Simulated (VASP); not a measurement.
The system is NaCl (lda).

```xyz
2
Lattice="0.0000 2.8100 2.8100 2.8100 0.0000 2.8100 2.8100 2.8100 0.0000" Properties=species:S:1:pos:R:3 pbc="T T T"
Na    0.0000    0.0000    0.0000
Cl    2.8100    2.8100    2.8100
```

| Quantity | Value |
| --- | --- |
| Program | VASP 6.6.1 |
| Task | relaxation of cell and atoms |
| Functional | LDA |
| Potentials or basis | VASP PAW LDA potentials, release 64 (Na_pv, Cl) |
| Cutoff | 600 eV |
| k mesh | 8 × 8 × 8 |
| Occupations | gaussian, width 0.02 eV |
| Spin | no spin polarisation |

At the start: pressure -2.2 GPa; volume 22.19 Å³/atom.

How do energy, volume and symmetry change on relaxing?

Over 4 steps the energy falls by 13.2 meV/atom and the volume is 20.41 Å³/atom (-8.0 %); space group Fm-3m (No. 225, to 0.05 Å).

Step by step:
```
step  energy change (eV)  largest force (eV/Å)  pressure (GPa)  volume (Å³)
   1              0.0000                0.0000           -2.20        44.38
   2             -0.0204                0.0000           -1.15        42.45
   3             -0.0264                0.0000           -0.10        40.95
   4             -0.0265                0.0000            0.01        40.81
```

Final structure:
```
Na Cl
1.0
     0.00000    2.73267    2.73267
     2.73267    0.00000    2.73267
     2.73267    2.73267    0.00000
Na Cl
1 1
Cartesian
  0.0000 0.0000 0.0000
  2.7327 2.7327 2.7327
```
